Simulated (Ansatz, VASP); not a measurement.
# SiO2: VASP beside Ansatz

INCAR

```
ALGO = Normal ; EDIFF = 1E-8
ENCUT = 520 ; GGA = PE
ISIF = 2 ; ISMEAR = -1
LASPH = T ; LCHARG = F
LEFG = T ; LREAL = F
LWAVE = F ; NBANDS = 25
NELM = 80 ; PREC = Accurate
SIGMA = 0.03
```

KPOINTS

```
k-points
0
Gamma
  7 7 7
```

Contents of POSCAR:

```
SiO2
1.0
   -2.3819372672      2.3819372672      3.7564386296
    2.3819372672     -2.3819372672      3.7564386296
    2.3819372672      2.3819372672     -3.7564386296
Si O
2 4
Direct
    0.0000000000      0.0000000000      0.0000000000
    0.7500000000      0.2500000000      0.5000000000
    0.9983800000      0.6250000000      0.8733800000
    0.3750000000      0.2483800000      0.3733800000
    0.7516200000      0.1250000000      0.1266200000
    0.8750000000      0.0016200000      0.6266200000
```

Input for Ansatz:

```yaml
crystal:
  lattice:
    - [-2.3819372672, 2.3819372672, 3.7564386296]
    - [2.3819372672, -2.3819372672, 3.7564386296]
    - [2.3819372672, 2.3819372672, -3.7564386296]
  atoms:
    - { symbol: Si, position: [0.0, 0.0, 0.0] }
    - { symbol: Si, position: [0.75, 0.25, 0.5] }
    - { symbol: O, position: [0.99838, 0.625, 0.87338] }
    - { symbol: O, position: [0.375, 0.24838, 0.37338] }
    - { symbol: O, position: [0.75162, 0.125, 0.12662] }
    - { symbol: O, position: [0.875, 0.00162, 0.62662] }
kpoints:
  mp_grid: { grid: [7, 7, 7] }
scf:
  occupations: { method: fermi_dirac, width: 0.03 }
hamiltonian:
  xc: pbe
  pseudopotentials: { kind: all_electron, datasets: crystal }
output:
  forces: true
  stress: true
  eigenvalues: true
  efg: { contact_densities: true }
```

Change from the starting cell: volume scaled by 1.01, crystal datasets.

Alike in both runs: task electric field gradients; functional PBE; k mesh 7 × 7 × 7; occupations fermi-dirac, width 0.03 eV; no spin polarisation.

|  | VASP | Ansatz |
| --- | --- | --- |
| version | VASP 6.6.1 | Ansatz 0.2.0 |
| potentials or method | VASP PAW PBE potentials, release 64 (Si, O), cutoff 520 eV | all-electron PAW with datasets made for the crystal, scalar-relativistic |

Ansatz gave:

| Quantity | Value |
| --- | --- |
| gap on the k mesh at the Fermi level (eV) | 5.98 |
| pressure (GPa) | 1.8 |
| traceless stress, the component that is largest in VASP (GPa) | -1.35 |
| size of Vzz on the site where it differs most (V/Å²) | 88.4 |

**Question.** Estimate VASP's values.

**Answer.** gap on the k mesh at the Fermi level (eV): 5.97; pressure (GPa): 2.0; traceless stress, the component that is largest in VASP (GPa): -1.29; size of Vzz on the site where it differs most (V/Å²): 87.1.

Ansatz ran all-electron here, and VASP with PAW potentials.
